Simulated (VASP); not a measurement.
# Ca (R-3m) in VASP: relaxation of cell and atoms with PBE

Aim: the relaxation of cell and atoms of Ca with PBE.

Program: VASP 6.6.1. These are calculated values, not measurements. Logs are shortened: lines on timing, memory, paths and dates and some standing lists are left out, and cuts for length are marked.

### Step 1. The cell of the first run

Symmetry: R-3m, No. 166, trigonal system. The conventional cell has a = 3.668 Å, b = 3.668 Å, c = 5.133 Å, α = 90.00°, β = 90.00°, γ = 120.00°. Ca (site symmetry -3m) has 12 Ca at 2.72 to 3.67 Å within 3.7 Å.

### Step 2. Relaxation of cell and atoms, PBE, target pressure 32 GPa, at which the enthalpy is minimised

INCAR

```
SYSTEM = Ca
PREC     = Accurate       ! precision mode
ENCUT    = 600            ! plane-wave cutoff, eV
EDIFF    = 1E-6           ! SCF threshold, eV
ISMEAR   = -1             ! smearing method
SIGMA    = 0.05           ! smearing width, eV
LREAL    = .False.        ! projectors in reciprocal space
LASPH    = .True.         ! aspherical terms in the spheres
NELM     = 60             ! most SCF steps
ALGO     = Normal         ! electronic algorithm
ISIF     = 3              ! what is computed and relaxed
LWAVE    = .False.        ! write WAVECAR
LCHARG   = .False.        ! write CHGCAR
GGA      = PE             ! functional
IBRION   = 2              ! ionic algorithm
NSW      = 32             ! ionic steps
EDIFFG   = -0.005         ! ionic threshold
PSTRESS  = 320.0
```

KPOINTS

```
Automatic mesh
0
Gamma
  12 12 12
  0 0 0
```

POSCAR

```
Ca
1.0
    1.8339771499     -1.0588472012      3.4218118381
    0.0000000000      2.1176944024      3.4218118381
   -1.8339771499     -1.0588472012      3.4218118381
Ca
2
Direct
    0.2499996658      0.2499996658      0.2499996658
   -0.2499996658     -0.2499996658     -0.2499996658
```

Potentials or basis: VASP PAW PBE potentials, release 64 (Ca_sv).

On the command line:

```bash
$ cat potpaw_PBE.64/Ca_sv/POTCAR > POTCAR
$ mpirun -np 1 vasp_std > vasp.out
```

OUTCAR:

```text
SYSTEM = Ca
   PREC = Accurate
   ENCUT = 600
   EDIFF = 1E-6
   ISMEAR = -1
   LREAL = .False.
   LASPH = .True.
   NELM = 60
   ISIF = 3
   GGA = PE
   IBRION = 2
   NSW = 32
   EDIFFG = -0.005
   PSTRESS = 320.0

 ion  position               nearest neighbor table
   1  0.250  0.250  0.250-   2 2.72   2 2.72   2 2.72   2 2.72   2 2.72   2 2.72
   2  0.750  0.750  0.750-   1 2.72   1 2.72   1 2.72   1 2.72   1 2.72   1 2.72

  LATTYP: Found a trigonal (rhomboedric) cell.
 ALAT       =     4.0241055947
 COS(alpha) =     0.5845879408

  Lattice vectors:

 A1 = (   1.8339771499,  -1.0588472012,   3.4218118381)
 A2 = (   0.0000000000,   2.1176944024,   3.4218118381)
 A3 = (  -1.8339771499,  -1.0588472012,   3.4218118381)

Analysis of symmetry for initial positions (statically):
=====================================================================
 Subroutine PRICEL returns following result:

  LATTYP: Found a trigonal (rhomboedric) cell.
 ALAT       =     2.7224630700
 COS(alpha) =     0.0924013488

  Lattice vectors:

 A1 = (  -1.8339771499,  -1.0588472012,  -1.7108990576)
 A2 = (   0.0000000000,   2.1176944024,  -1.7108990576)
 A3 = (   1.8339771499,  -1.0588472012,  -1.7109127805)

   2 primitive cells build up your supercell.

 Routine SETGRP: Setting up the symmetry group for a
 trigonal (rhombohedral) supercell.

 Subroutine GETGRP returns: Found 12 space group operations
 (whereof 12 operations were pure point group operations)
 out of a pool of 12 trial point group operations.

The static configuration has the point symmetry D_3d.

Analysis of symmetry for dynamics (positions and initial velocities):
=====================================================================
 Subroutine PRICEL returns following result:

  LATTYP: Found a trigonal (rhomboedric) cell.
 ALAT       =     2.7224630700
 COS(alpha) =     0.0924013488

  Lattice vectors:

 A1 = (  -1.8339771499,  -1.0588472012,  -1.7108990576)
 A2 = (   0.0000000000,   2.1176944024,  -1.7108990576)
 A3 = (   1.8339771499,  -1.0588472012,  -1.7109127805)

   2 primitive cells build up your supercell.

 Routine SETGRP: Setting up the symmetry group for a
 trigonal (rhombohedral) supercell.

 Subroutine GETGRP returns: Found 12 space group operations
 (whereof 12 operations were pure point group operations)
 out of a pool of 12 trial point group operations.

The dynamic configuration has the point symmetry D_3d.

 Subroutine INISYM returns: Found 12 space group operations
 (whereof 12 operations are pure point group operations),
 and found     2 'primitive' translations

----------------------------------------------------------------------------------------

                                     Primitive cell

  volume of cell :      19.9344

  direct lattice vectors                    reciprocal lattice vectors
    -1.833977150 -1.058847201 -1.710899058    -0.272632261 -0.157403468 -0.194828819
     0.000000000  2.117694402 -1.710899058    -0.000000729  0.314808198 -0.194828819
     1.833977150 -1.058847201 -1.710912780     0.272630803 -0.157403468 -0.194828819

  length of vectors
     2.722463070  2.722463070  2.722471694     0.370219489  0.370219489  0.370218415

  position of ions in fractional coordinates (direct lattice)
     0.500000000  0.500000000  0.500000000

  ion indices of the primitive-cell ions
   primitive index   ion index
                 1           1

----------------------------------------------------------------------------------------

 KPOINTS: Automatic mesh

Automatic generation of k-mesh.
 Grid dimensions read from file:
 generate k-points for:   12   12   12

 Generating k-lattice:

  Cartesian coordinates                     Fractional coordinates (reciprocal lattice)
     0.022719294 -0.013116991  0.008117857     0.083333333 -0.000000000 -0.000000000
     0.000000000  0.026233981  0.008117857    -0.000000000  0.083333333 -0.000000000
    -0.022719294 -0.013116991  0.008117857    -0.000000000 -0.000000000  0.083333333

  Length of vectors
     0.027461270  0.027461270  0.027461270

  Shift w.r.t. Gamma in fractional coordinates (k-lattice)
     0.000000000  0.000000000  0.000000000

 Subroutine IBZKPT returns following result:
 ===========================================

 Found    189 irreducible k-points:

 Following reciprocal coordinates:
            Coordinates               Weight
  0.000000  0.000000  0.000000      1.000000
  0.083333  0.000000  0.000000      6.000000
  0.166667 -0.000000  0.000000      6.000000
  0.250000  0.000000  0.000000      6.000000
  0.333333 -0.000000 -0.000000      6.000000
  0.416667 -0.000000  0.000000      6.000000
[... 16 lines left out ...]
  0.500000  0.166667  0.000000     12.000000
 -0.416667  0.166667 -0.000000     12.000000
 [... further k-points ...]
   k-points           NKPTS =    189   k-points in BZ     NKDIM =    189   number of bands    NBANDS=     14
   number of dos      NEDOS =    301   number of ions     NIONS =      2
   total plane-waves  NPLWV =  32768
   dimension x,y,z NGX =    32 NGY =   32 NGZ =   32
   dimension x,y,z NGXF=    64 NGYF=   64 NGZF=   64
   ions per type =               2
   NGX,Y,Z   is equivalent  to a cutoff of  13.22, 13.22, 13.22 a.u.
   NGXF,Y,Z  is equivalent  to a cutoff of  26.44, 26.44, 26.44 a.u.
 SYSTEM =  Ca
   PREC   = accura    normal or accurate (medium, high low for compatibility)
   ISTART =      0    job   : 0-new  1-cont  2-samecut
   ICHARG =      2    charge: 1-file 2-atom 10-const
   ISPIN  =      1    spin polarized calculation?
   LNONCOLLINEAR =      F non collinear calculations
   LSORBIT =      F    spin-orbit coupling
   LASPH  =      T    aspherical Exc in radial PAW
   ENCUT  =  600.0 eV  44.10 Ry    6.64 a.u.   8.04  8.04  8.04*2*pi/ulx,y,z
   NELM   =     60;   NELMIN=  2; NELMDL= -5     # of ELM steps
   EDIFF  = 0.1E-05   stopping-criterion for ELM
   LREAL  =      F    real-space projection
   EDIFFG = -.5E-02   stopping-criterion for IOM
   NSW    =     32    number of steps for IOM
   IBRION =      2    ionic relax: 0-MD 1-quasi-New 2-CG
   NFREE  =      1    steps in history (QN), initial steepest desc. (CG)
   ISIF   =      3    stress and relaxation
   ISYM   =      2    0-nonsym 1-usesym 2-fastsym
   POTIM  = 0.5000    time-step for ionic-motion
   TEBEG  =    0.0;   TEEND  =   0.0 temperature during run
   PSTRESS=  320.0 pullay stress
   NELECT =      20.0000    total number of electrons
   NUPDOWN=      -1.0000    fix difference up-down
   EMIN   =  10.00;   EMAX   =-10.00  energy-range for DOS
   EFERMI =   0.00;   METHOD = LEGACY
   ISMEAR =    -1;   SIGMA  =   0.05  broadening in eV -4-tet -1-fermi 0-gaus
   EFERMI_NEDOS =   21; number of points for ismear=-14 and -15
   IALGO  =     38    algorithm
   IMIX   =      4    mixing-type and parameters
     AMIX     =   0.40;   BMIX     =  1.00
     AMIX_MAG =   1.60;   BMIX_MAG =  1.00
  volume/ion in A,a.u.               =      19.93       134.52
  Fermi-wavevector in a.u.,A,eV,Ry     =   1.300788  2.458134 23.021742  1.692050
  Thomas-Fermi vector in A             =   2.431964
   LORBIT       =      0    0 simple, 1 ext, 2 COOP (PROOUT), +10 PAW based schemes
   GGA     = PE    functional components
   LHFCALC =     F    Hartree Fock is set to
   AEXX    =    0.0000 exact exchange contribution
   IVDW    =     0    specifies the selected vdW correction
   LEPSILON=     F    determine dielectric tensor
   LRPA    =     F    only Hartree local field effects (RPA)
 conjugate gradient relaxation of ions
 non-spin polarized calculation
  energy-cutoff  :      600.00
  volume of cell :       39.87
 maximum number of plane-waves:      1361
   NGX = 17   NGY = 17   NGZ = 17

--------------------------------------- Ionic step        1  -------------------------------------------

 number of electron      20.0000000 magnetization

 Free energy of the ion-electron system (eV)
  ---------------------------------------------------
  ext. energy  EPLUGINS =         0.00000000
  ---------------------------------------------------
  free energy    TOTEN  =        -0.52897715 eV

  energy without entropy =       -0.52488534  energy(sigma->0) =       -0.52693124

------------------------ aborting loop because EDIFF is reached ----------------------------------------

  FORCE on cell =-STRESS in cart. coord.  units (eV):
  Direction    XX          YY          ZZ          XY          YZ          ZX
  --------------------------------------------------------------------------------------
  -------------------------------------------------------------------------------------
  Total        8.0667712      8.0667712      8.0865144      0.0000000     -0.0000000     -0.0000000
  in kB      324.1721722    324.1721722    324.9655765      0.0000000     -0.0000000     -0.0000000
  external PRESSURE =       4.4366403 kB  Pullay stress =     320.0000000 kB
[... 93 lines left out ...]
  FREE ENERGIE OF THE ION-ELECTRON SYSTEM (eV)
  ---------------------------------------------------
  free  energy   TOTEN  =        -0.5652440621 eV

  energy  without entropy=       -0.5612809570  energy(sigma->0) =       -0.56326251

  enthalpy is  TOTEN    =         7.4337242709 eV   P V=        7.9989683330

[... ionic steps 4 to 8 ...]

--------------------------------------- Ionic step        9  -------------------------------------------

 number of electron      20.0000000 magnetization

------------------------ aborting loop because EDIFF is reached ----------------------------------------

  FORCE on cell =-STRESS in cart. coord.  units (eV):
  Direction    XX          YY          ZZ          XY          YZ          ZX
  --------------------------------------------------------------------------------------
  -------------------------------------------------------------------------------------
  Total        7.9805432      7.9805432      8.0055598      0.0000000      0.0000000     -0.0000000
  in kB      319.0583383    319.0583384    320.0584892      0.0000000      0.0000000     -0.0000000
  external PRESSURE =      -0.6082780 kB  Pullay stress =     320.0000000 kB
[... 61 lines left out ...]
  enthalpy is  TOTEN    =         7.4335813213 eV   P V=        8.0088343288

--------------------------------------- Ionic step       11  -------------------------------------------

 number of electron      20.0000000 magnetization

 Free energy of the ion-electron system (eV)
  ---------------------------------------------------
  ext. energy  EPLUGINS =         0.00000000
  ---------------------------------------------------
  free energy    TOTEN  =        -0.58442153 eV

  energy without entropy =       -0.58035017  energy(sigma->0) =       -0.58238585

 E-fermi :   5.6863     XC(G=0): -10.4525

 val. band max:        5.6848981992   @ k =  -0.3333   0.5000   0.1667
 cond. band min:       5.6943895367   @ k =  -0.1667   0.0833   0.0833
 fundamental gap:      0.0094913374
 Fermi energy:         5.6862532334

 k-point     1 :       0.0000    0.0000    0.0000
  band No.  band energies     occupation
      1     -35.6713      2.00000
      2     -34.8270      2.00000
      3     -17.2239      2.00000
      4     -16.7425      2.00000
      5     -16.7425      2.00000
      6     -15.7406      2.00000
      7     -15.7406      2.00000
      8     -15.6422      2.00000
      9       1.3365      2.00000
     10       4.6277      2.00000
     11       6.0533      0.00130
     12       6.0533      0.00130
     13       6.1536      0.00017
     14       6.1536      0.00017
[... 375 lines left out ...]
 k-point    24 :      -0.4167    0.1667   -0.0000
  band No.  band energies     occupation
      1     -35.2557      2.00000
      2     -35.2026      2.00000
      3     -17.0707      2.00000
      4     -16.7519      2.00000
      5     -16.6926      2.00000
      6     -16.2158      2.00000
      7     -16.1432      2.00000
      8     -15.7677      2.00000
      9       4.7546      2.00000
     10       4.9146      2.00000
     11       7.3413      0.00000
     12       7.4466      0.00000
     13       8.4180      0.00000
     14       8.4305      0.00000

 [... further k-points ...]

------------------------ aborting loop because EDIFF is reached ----------------------------------------

  FORCE on cell =-STRESS in cart. coord.  units (eV):
  Direction    XX          YY          ZZ          XY          YZ          ZX
  --------------------------------------------------------------------------------------
  -------------------------------------------------------------------------------------
  Total        8.0082403      8.0082403      8.0079884      0.0000000      0.0000000      0.0000000
  in kB      319.6134956    319.6134957    319.6034430      0.0000000      0.0000000      0.0000000
  external PRESSURE =      -0.3898553 kB  Pullay stress =     320.0000000 kB
[... 17 lines left out ...]
  FREE ENERGIE OF THE ION-ELECTRON SYSTEM (eV)
  ---------------------------------------------------
  free  energy   TOTEN  =        -0.5844215294 eV

  energy  without entropy=       -0.5803501688  energy(sigma->0) =       -0.58238585

  enthalpy is  TOTEN    =         7.4335029910 eV   P V=        8.0179245205

 reached required accuracy - stopping structural energy minimisation
```

Wall time 8.9 min (1 thread of Intel Xeon Platinum 8375C at 2.90GHz (Ice Lake), shared host); peak memory 0.29 GiB.

Results:

| Item | Value |
| --- | --- |
| Free energy | -0.5844 eV |
| Relaxed volume | 20.07 Å³/atom |
| Relaxed cell | a = 4.063 Å, b = 4.063 Å, c = 4.063 Å, α = 53.45°, β = 53.45°, γ = 53.45° |
| Space group after relaxing (to 0.1 Å) | R-3m (No. 166) |
| Energy change on relaxing (the run minimises the enthalpy) | -27.7 meV/atom |
| Ionic steps | 11 |
| Pressure after relaxing | 32.0 GPa |
| Band gap on the k mesh | zero (bands 10 and 11 overlap by 0.37 eV) |

Step by step:
```csv
step,energy change (eV),largest force (eV/Å),pressure (GPa),volume (Å³)
1,0.0000,0.0000,32.44,39.87
2,-0.0639,0.0000,31.66,40.19
3,-0.0363,0.0000,32.00,40.05
4,-0.0370,0.0000,32.03,40.05
5,-0.0505,0.0000,31.82,40.12
6,-0.0393,0.0000,31.96,40.06
7,-0.0382,0.0000,31.97,40.06
8,-0.0390,0.0000,31.96,40.06
9,-0.0415,0.0000,31.94,40.07
10,-0.0463,0.0000,31.96,40.10
11,-0.0554,0.0000,31.96,40.14
```

Final structure:
```yaml
crystal:
  lattice:
    - [1.82696, -1.05479, 3.47196]
    - [0.00000, 2.10959, 3.47196]
    - [-1.82696, -1.05479, 3.47196]
  atoms:
    - { symbol: Ca, position: [0.25000, 0.25000, 0.25000] }
    - { symbol: Ca, position: [0.75000, 0.75000, 0.75000] }
```

Levels at points of the mesh, in eV from the Fermi level:
| k point | band 7 | band 8 | band 9 | band 10 | band 11 | band 12 | band 13 | band 14 |
| --- | --- | --- | --- | --- | --- | --- | --- | --- |
| (0.00, 0.00, 0.00) | -21.43 | -21.33 | -4.35 | -1.06 | 0.37 | 0.37 | 0.47 | 0.47 |
| (0.50, 0.00, 0.00) | -22.02 | -22.02 | -0.92 | -0.92 | 1.94 | 1.94 | 2.98 | 2.98 |
| (0.50, 0.50, 0.00) | -21.21 | -21.10 | -2.22 | -0.38 | 1.04 | 1.32 | 1.62 | 4.53 |
| (0.50, 0.50, 0.50) | -21.97 | -21.97 | -1.44 | -1.44 | 2.65 | 2.65 | 2.65 | 2.65 |

Caveat: the cell is relaxed towards a set pressure, so the run minimises the enthalpy, not the energy.
